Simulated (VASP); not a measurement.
# Rh (Fm-3m) in VASP: further runs

The runs below take Rh through single point, with PBE.

Program: VASP 6.6.1. These are calculated values, not measurements. Logs are shortened: lines on timing, memory, paths and dates and some standing lists are left out, and cuts for length are marked.

## 1. The cell of the first run

Symmetry: Fm-3m, No. 225, cubic system. Conventional cell: a = 3.832 Å, b = 3.832 Å, c = 3.832 Å, α = 90.00°, β = 90.00°, γ = 90.00°. Within 3.6 Å of Rh (site symmetry m-3m) lie 12 Rh at 2.71 Å.

## 2. Single point, PBE

Contents of INCAR:

```
SYSTEM = Rh
PREC = Accurate ; ENCUT = 520
EDIFF = 1E-6 ; ISMEAR = -1
SIGMA = 0.03 ; LREAL = .FALSE.
LASPH = .TRUE. ; NELM = 80
ALGO = Normal ; ISIF = 2
LWAVE = .FALSE. ; LCHARG = .FALSE.
GGA = PE ; NBANDS = 14
```

Contents of KPOINTS:

```
Automatic mesh
0
G
  14 14 14
  0 0 0
```

Contents of POSCAR:

```
Rh
1.0
    0.0000000000      1.9160595532      1.9160595532
    1.9160595532      0.0000000000      1.9160595532
    1.9160595532      1.9160595532      0.0000000000
Rh
1
Direct
    0.0000000000      0.0000000000      0.0000000000
```

Potentials or basis: VASP PAW PBE potentials, release 64 (Rh_pv).

Launch:

```console
cat potpaw_PBE.64/Rh_pv/POTCAR > POTCAR
mpirun -np 1 vasp_std > vasp.out
```

OUTCAR:

```text
SYSTEM = Rh
   PREC = Accurate
   ENCUT = 520
   EDIFF = 1E-6
   ISMEAR = -1
   LREAL = .FALSE.
   LASPH = .TRUE.
   NELM = 80
   ISIF = 2
   GGA = PE

 ion  position               nearest neighbor table
   1  0.000  0.000  0.000-

  LATTYP: Found a face centered cubic cell.
 ALAT       =     3.8321191064

  Lattice vectors:

 A1 = (   0.0000000000,   1.9160595532,   1.9160595532)
 A2 = (   1.9160595532,   0.0000000000,   1.9160595532)
 A3 = (   1.9160595532,   1.9160595532,   0.0000000000)

Analysis of symmetry for initial positions (statically):
=====================================================================
 Subroutine PRICEL returns:
 Original cell was already a primitive cell.

 Routine SETGRP: Setting up the symmetry group for a
 face centered cubic supercell.

 Subroutine GETGRP returns: Found 48 space group operations
 (whereof 48 operations were pure point group operations)
 out of a pool of 48 trial point group operations.

The static configuration has the point symmetry O_h .

Analysis of symmetry for dynamics (positions and initial velocities):
=====================================================================
 Subroutine PRICEL returns:
 Original cell was already a primitive cell.

 Routine SETGRP: Setting up the symmetry group for a
 face centered cubic supercell.

 Subroutine GETGRP returns: Found 48 space group operations
 (whereof 48 operations were pure point group operations)
 out of a pool of 48 trial point group operations.

The dynamic configuration has the point symmetry O_h .

 Subroutine INISYM returns: Found 48 space group operations
 (whereof 48 operations are pure point group operations),
 and found     1 'primitive' translations

----------------------------------------------------------------------------------------

                                     Primitive cell

  volume of cell :      14.0688

  direct lattice vectors                    reciprocal lattice vectors
     0.000000000  1.916059553  1.916059553    -0.260952223  0.260952223  0.260952223
     1.916059553  0.000000000  1.916059553     0.260952223 -0.260952223  0.260952223
     1.916059553  1.916059553  0.000000000     0.260952223  0.260952223 -0.260952223

  length of vectors
     2.709717406  2.709717406  2.709717406     0.451982509  0.451982509  0.451982509

  position of ions in fractional coordinates (direct lattice)
     0.000000000  0.000000000  0.000000000

  ion indices of the primitive-cell ions
   primitive index   ion index
                 1           1

[... 77 lines left out ...]
   ISIF   =      2    stress and relaxation
   ISYM   =      2    0-nonsym 1-usesym 2-fastsym
   POTIM  = 0.5000    time-step for ionic-motion
   TEBEG  =    0.0;   TEEND  =   0.0 temperature during run
   PSTRESS=    0.0 pullay stress
   NELECT =      15.0000    total number of electrons
   NUPDOWN=      -1.0000    fix difference up-down
   EMIN   =  10.00;   EMAX   =-10.00  energy-range for DOS
   EFERMI =   0.00;   METHOD = LEGACY
   ISMEAR =    -1;   SIGMA  =   0.03  broadening in eV -4-tet -1-fermi 0-gaus
   EFERMI_NEDOS =   21; number of points for ismear=-14 and -15
   IALGO  =     38    algorithm
   IMIX   =      4    mixing-type and parameters
     AMIX     =   0.40;   BMIX     =  1.00
     AMIX_MAG =   1.60;   BMIX_MAG =  1.00
  volume/ion in A,a.u.               =      14.07        94.94
  Fermi-wavevector in a.u.,A,eV,Ry     =   1.672449  3.160471 38.056666  2.797086
  Thomas-Fermi vector in A             =   2.757594
   LORBIT       =      0    0 simple, 1 ext, 2 COOP (PROOUT), +10 PAW based schemes
   GGA     = PE    functional components
   LHFCALC =     F    Hartree Fock is set to
   AEXX    =    0.0000 exact exchange contribution
   IVDW    =     0    specifies the selected vdW correction
   LEPSILON=     F    determine dielectric tensor
   LRPA    =     F    only Hartree local field effects (RPA)
 non-spin polarized calculation
  energy-cutoff  :      520.00
  volume of cell :       14.07
 maximum number of plane-waves:       392
   NGX =  9   NGY =  9   NGZ =  9

 number of electron      15.0000003 magnetization

 Free energy of the ion-electron system (eV)
  ---------------------------------------------------
  ext. energy  EPLUGINS =         0.00000000
  ---------------------------------------------------
  free energy    TOTEN  =        -7.26049802 eV

  energy without entropy =       -7.25628360  energy(sigma->0) =       -7.25839081

 E-fermi :  11.4635     XC(G=0): -13.8814

 val. band max:       11.4572402378   @ k =  -0.2857   0.3571   0.0714
 cond. band min:      11.4885916895   @ k =   0.3571   0.0714   0.0000
 fundamental gap:      0.0313514517
 Fermi energy:        11.4634982704

 k-point     1 :       0.0000    0.0000    0.0000
  band No.  band energies     occupation
      1     -34.8391      2.00000
      2     -34.8391      2.00000
      3     -34.8391      2.00000
      4       3.6966      2.00000
      5       8.5261      2.00000
      6       8.5261      2.00000
      7       8.5261      2.00000
      8      10.5370      2.00000
      9      10.5370      2.00000
     10      27.4969      0.00000
     11      32.1150      0.00000
     12      32.8254      0.00000
     13      32.8254      0.00000
     14      32.8254      0.00000
[... 377 lines left out ...]
      1     -35.1780      2.00000
      2     -34.9334      2.00000
      3     -34.9260      2.00000
      4       5.9231      2.00000
      5       7.5488      2.00000
      6       8.8632      2.00000
      7       9.4025      2.00000
      8      10.6150      2.00000
      9      11.2375      1.99893
     10      27.2687      0.00000
     11      29.7668      0.00000
     12      31.8672      0.00000
     13      32.1124      0.00000
     14      33.1997      0.00000

 [... further k-points ...]
[... 5 lines left out ...]
  --------------------------------------------------------------------------------------
  -------------------------------------------------------------------------------------
  Total       -0.0297092     -0.0297092     -0.0297092      0.0000000     -0.0000000      0.0000000
  in kB       -3.3833264     -3.3833264     -3.3833264      0.0000000     -0.0000000      0.0000000
  external PRESSURE =      -3.3833264 kB  Pullay stress =       0.0000000 kB

 VOLUME and BASIS-vectors are now :
 -----------------------------------------------------------------------------
  energy-cutoff  :      520.00
  volume of cell :       14.07
      direct lattice vectors                 reciprocal lattice vectors
     0.000000000  1.916059553  1.916059553    -0.260952223  0.260952223  0.260952223
     1.916059553  0.000000000  1.916059553     0.260952223 -0.260952223  0.260952223
     1.916059553  1.916059553  0.000000000     0.260952223  0.260952223 -0.260952223

 POSITION                                       TOTAL-FORCE (eV/Angst)
 -----------------------------------------------------------------------------------
      0.00000      0.00000      0.00000        -0.000000     -0.000000      0.000000
 -----------------------------------------------------------------------------------
    total drift:                                0.000000      0.000000      0.000000

  FREE ENERGIE OF THE ION-ELECTRON SYSTEM (eV)
  ---------------------------------------------------
  free  energy   TOTEN  =        -7.2604980184 eV

  energy  without entropy=       -7.2562835967  energy(sigma->0) =       -7.25839081
```

stdout:

```text
POSCAR found type information on POSCAR Rh
 POSCAR found :  1 types and       1 ions
 scaLAPACK will be used
 LDA part: xc-table for (Slater+PW92), standard interpolation
 POSCAR, INCAR and KPOINTS ok, starting setup
 FFT: planning ... GRIDC
 FFT: planning ... GRID_SOFT
 FFT: planning ... GRID
 WAVECAR not read
 entering main loop
```

It took 25 s on 1 thread of Intel Xeon 8259CL, shared host; peak memory 0.14 GiB.

Results:

| Item | Value |
| --- | --- |
| Free energy | -7.2605 eV |
| Pressure | -0.3 GPa |

## 3. Single point, PBE

Contents of INCAR:

```
  PREC = Accurate
  ENCUT = 520
  EDIFF = 1E-7
  ISMEAR = -1
  SIGMA = 0.2
  LREAL = False
  LASPH = True
  NELM = 60
  ALGO = Normal
  ISIF = 2
  LWAVE = False
  LCHARG = False
  GGA = PE
  NBANDS = 14
```

Contents of KPOINTS:

```
regular mesh
0
Gamma
  14 14 14
```

POSCAR is that of step 2.

Potentials or basis: VASP PAW PBE potentials, release 64 (Rh_pv).

Launch:

```console
cat potpaw_PBE.64/Rh_pv/POTCAR > POTCAR
mpirun -np 1 vasp_std > vasp.out
```

Wall time 30 s (1 thread of Intel Xeon 8259CL, shared host); peak memory 0.14 GiB.

The run converged. Its results:

```
Free energy : -7.3508 eV
Pressure    : 1.5 GPa
```

Levels at points of the mesh, in eV from the Fermi level:
```
           k point  band 3  band 4  band 5  band 6  band 7  band 8  band 9  band 10  band 11  band 12
(0.00, 0.00, 0.00)  -46.30   -7.78   -2.94   -2.94   -2.94   -0.93   -0.93    16.03    20.65    21.35
(0.50, 0.00, 0.00)  -46.40   -5.90   -3.02   -3.02    0.58    0.58    0.77     8.43    15.52    20.65
(0.50, 0.50, 0.00)  -46.55   -6.08   -5.72    0.54    0.98    0.98    3.25    12.01    13.20    13.20
```

## 4. Single point, PBE

Contents of INCAR:

```
ALGO = Normal
EDIFF = 1E-6
ENCUT = 520
GGA = PE
ISIF = 2
ISMEAR = -1
LASPH = True
LCHARG = False
LREAL = False
LWAVE = False
NBANDS = 14
NELM = 60
PREC = Accurate
SIGMA = 0.3
```

Contents of KPOINTS:

```
k-points
0
Gamma
  14 14 14
```

POSCAR is that of step 3.

Potentials or basis: VASP PAW PBE potentials, release 64 (Rh_pv).

Launch:

```console
cat potpaw_PBE.64/Rh_pv/POTCAR > POTCAR
mpirun -np 1 vasp_std > vasp.out
```

OUTCAR:

```text
EDIFF = 1E-6
   ENCUT = 520
   GGA = PE
   ISIF = 2
   ISMEAR = -1
   LASPH = True
   LREAL = False
   NELM = 60
   PREC = Accurate

 ion  position               nearest neighbor table
   1  0.000  0.000  0.000-

  LATTYP: Found a face centered cubic cell.
 ALAT       =     3.8321191064

  Lattice vectors:

 A1 = (   0.0000000000,   1.9160595532,   1.9160595532)
 A2 = (   1.9160595532,   0.0000000000,   1.9160595532)
 A3 = (   1.9160595532,   1.9160595532,   0.0000000000)

Analysis of symmetry for initial positions (statically):
=====================================================================
 Subroutine PRICEL returns:
 Original cell was already a primitive cell.

 Routine SETGRP: Setting up the symmetry group for a
 face centered cubic supercell.

 Subroutine GETGRP returns: Found 48 space group operations
 (whereof 48 operations were pure point group operations)
 out of a pool of 48 trial point group operations.

The static configuration has the point symmetry O_h .

Analysis of symmetry for dynamics (positions and initial velocities):
=====================================================================
 Subroutine PRICEL returns:
 Original cell was already a primitive cell.
[... 159 lines left out ...]

 k-point     1 :       0.0000    0.0000    0.0000
  band No.  band energies     occupation
      1     -34.8139      2.00000
      2     -34.8139      2.00000
      3     -34.8139      2.00000
      4       3.6973      2.00000
      5       8.5432      1.99988
      6       8.5432      1.99988
      7       8.5432      1.99988
      8      10.5502      1.91137
      9      10.5502      1.91137
     10      27.5005      0.00000
     11      32.1514      0.00000
     12      32.8207      0.00000
     13      32.8207      0.00000
     14      32.8207      0.00000
[... 377 lines left out ...]
      1     -35.1533      2.00000
      2     -34.9084      2.00000
      3     -34.9010      2.00000
      4       5.9264      2.00000
      5       7.5628      2.00000
      6       8.8766      1.99965
      7       9.4188      1.99787
      8      10.6296      1.88606
      9      11.2525      1.34962
     10      27.2698      0.00000
     11      29.7709      0.00000
     12      31.8702      0.00000
     13      32.1488      0.00000
     14      33.2020      0.00000

 [... further k-points ...]
[... 5 lines left out ...]
  --------------------------------------------------------------------------------------
  -------------------------------------------------------------------------------------
  Total        0.3065932      0.3065932      0.3065932      0.0000000      0.0000000      0.0000000
  in kB       34.9153292     34.9153292     34.9153292      0.0000000      0.0000000      0.0000000
  external PRESSURE =      34.9153292 kB  Pullay stress =       0.0000000 kB

 VOLUME and BASIS-vectors are now :
 -----------------------------------------------------------------------------
  energy-cutoff  :      520.00
  volume of cell :       14.07
      direct lattice vectors                 reciprocal lattice vectors
     0.000000000  1.916059553  1.916059553    -0.260952223  0.260952223  0.260952223
     1.916059553  0.000000000  1.916059553     0.260952223 -0.260952223  0.260952223
     1.916059553  1.916059553  0.000000000     0.260952223  0.260952223 -0.260952223

 POSITION                                       TOTAL-FORCE (eV/Angst)
 -----------------------------------------------------------------------------------
      0.00000      0.00000      0.00000        -0.000000      0.000000     -0.000000
 -----------------------------------------------------------------------------------
    total drift:                                0.000000      0.000000      0.000000

  FREE ENERGIE OF THE ION-ELECTRON SYSTEM (eV)
  ---------------------------------------------------
  free  energy   TOTEN  =        -7.4674527384 eV

  energy  without entropy=       -7.0556708689  energy(sigma->0) =       -7.26156180
```

stdout:

```text
POSCAR found type information on POSCAR Rh
 POSCAR found :  1 types and       1 ions
 scaLAPACK will be used
 LDA part: xc-table for (Slater+PW92), standard interpolation
 POSCAR, INCAR and KPOINTS ok, starting setup
 FFT: planning ... GRIDC
 FFT: planning ... GRID_SOFT
 FFT: planning ... GRID
 WAVECAR not read
 entering main loop
```

Run time: 28 s. Hardware: 1 thread of Intel Xeon 8259CL, shared host; peak memory 0.14 GiB.

What came out:

```yaml
Free_energy: -7.4675 eV
Pressure: 3.5 GPa
```

Levels at points of the mesh, in eV from the Fermi level:
```
           k point  band 5  band 6  band 7  band 8  band 9  band 10
(0.00, 0.00, 0.00)   -2.93   -2.93   -2.93   -0.92   -0.92    16.03
(0.50, 0.00, 0.00)   -3.01   -3.01    0.59    0.59    0.77     8.44
(0.50, 0.50, 0.00)   -5.71    0.56    0.99    0.99    3.26    12.01
```

## 5. Overview

```tsv
smearing	gap on the mesh (eV)	pressure (GPa)
fermi-dirac 0.03 eV	none	-0.3
fermi-dirac 0.2 eV	none	1.5
fermi-dirac 0.3 eV	none	3.5
```

Alike in all rows: task single point; level PBE; potentials or basis VASP PAW PBE potentials, release 64 (Rh_pv); no spin polarisation; cell as given; k mesh 14 × 14 × 14; cutoff (eV) 520.

Every run on the cell as given and a fine mesh finds a metal.

Total energies depend on the potentials used, so only differences within one code and one set of settings carry meaning.
